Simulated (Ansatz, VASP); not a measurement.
## One calculation of Tl, two programs

Contents of INCAR:

```
PREC = Accurate
ENCUT = 520
EDIFF = 1E-7
ISMEAR = -1
SIGMA = 0.05
LREAL = False
LASPH = True
NELM = 100
ALGO = Normal
ISIF = 2
LWAVE = False
LCHARG = False
GGA = PE
NBANDS = 20
```

Contents of KPOINTS:

```
Automatic mesh
0
Gamma
  11 11 6
```

POSCAR

```
Tl
1.0
    3.4559983565      0.0000000000      0.0000000000
   -1.7279991783      2.9929823722      0.0000000000
    0.0000000000      0.0000000000      5.5250000000
Tl
2
Direct
    0.3333333333      0.6666666667      0.2500000000
    0.6828030224      0.3451459655      0.7500000000
```

Input for Ansatz:

```yaml
crystal:
  lattice:
    - [3.4559983565, 0.0, 0.0]
    - [-1.7279991783, 2.9929823722, 0.0]
    - [0.0, 0.0, 5.525]
  atoms:
    - { symbol: Tl, position: [0.3333333333, 0.6666666667, 0.25] }
    - { symbol: Tl, position: [0.6828030224, 0.3451459655, 0.75] }
kpoints:
  mp_grid: { grid: [11, 11, 6] }
scf:
  occupations: { method: fermi_dirac, width: 0.05 }
hamiltonian:
  xc: pbe
  pseudopotentials: { kind: all_electron, lapw: { basis_error: 0.0005 } }
output:
  forces: true
  stress: true
  eigenvalues: true
```

Alike in both runs: task single point; functional PBE; k mesh 11 × 11 × 6; occupations fermi-dirac, width 0.05 eV; no spin polarisation.

```csv
,VASP,Ansatz
version,VASP 6.6.1,Ansatz 0.2.0
potentials or method,"VASP PAW PBE potentials, release 64 (Tl_d), cutoff 520 eV","all-electron LAPW, scalar-relativistic"
```

|  | VASP | Ansatz | Ansatz less VASP |
| --- | --- | --- | --- |
| pressure (GPa) | 3.1 | 3.2 | +0.07 |
| traceless stress, the component that is largest in VASP (GPa) | -0.17 | -0.17 | -0.004 |
| rms of the force components (eV/Å) | 0.009 | 0.009 | 0.0000 |

Atom by atom the forces differ by 0.000 eV/Å (rms over components). Ansatz ran all-electron here, and VASP with PAW potentials.

Spin-orbit coupling is off throughout.
